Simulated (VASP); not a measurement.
Wanted: the native input for a VASP 6.6.1 run.

```yaml
Task: relaxation of shape and atoms at fixed volume
Functional: PBEsol
Potentials_or_basis: VASP PAW PBE potentials, release 64 (Ti_sv, O)
Cutoff: 600 eV
k_mesh: 10 × 10 × 6
Occupations: gaussian, width 0.05 eV
Spin: collinear spin
Starting_moments: "[0.05, 0.05, 0.0, 0.0] μB"
Dipole_correction: no
Further_INCAR_settings: ALGO = Normal; EDIFF = 1e-07; IBRION = 2; EDIFFG = -0.01; NSW = 60; ISIF = 4
```

The structure of TiO lies in POSCAR:

```
TiO
1.0
    3.1243799994      0.0000000000      0.0000000000
    0.0000000000      3.1243799994      0.0000000000
    0.0000000000      0.0000000000      4.8276163408
Ti O
2 2
Direct
    0.0000000000      0.5000000000      0.0000000000
    0.5000000000      0.0000000000      0.5000000000
    0.0000000000      0.0000000000      0.2500000000
    0.0000000000      0.0000000000      0.7500000000
```

One way to write it, as run:

INCAR

```
ALGO = Normal
EDIFF = 1E-7
EDIFFG = -0.01
ENCUT = 600
GGA = PS
IBRION = 2
ISIF = 4
ISMEAR = 0
ISPIN = 2
LASPH = True
LCHARG = False
LMAXMIX = 4
LORBIT = 11
LREAL = False
LWAVE = False
MAGMOM = 0.05 0.05 0 0
NELM = 150
NSW = 60
PREC = Accurate
SIGMA = 0.05
```

KPOINTS

```
k-points
0
Gamma
  10 10 6
```

Potentials or basis: VASP PAW PBE potentials, release 64 (Ti_sv, O).

Launch:

```bash
$ cat potpaw_PBE.64/Ti_sv/POTCAR potpaw_PBE.64/O/POTCAR > POTCAR
$ mpirun -np 1 vasp_std > vasp.out
```

Results of the run:

* Energy gained by relaxing: 0.1 meV/atom
* Ionic steps: 3
* Pressure after relaxing: 4.5 GPa
* Band gap on the k mesh: zero (filled and empty bands overlap)
* Net moment: 0.00 μB per cell
* Valence electrons inside the program's atomic spheres: Ti 10.31; O 5.10

Caveat: the PAW data sets were made with another functional, which shifts forces and pressure a little; semilocal functionals often make such compounds metallic where correlation or magnetic order opens a gap, which also shifts bond lengths.

It took 8.7 min on 1 thread of Oxide Virtual Turin-like Processor (shared host), peak memory 0.28 GiB.
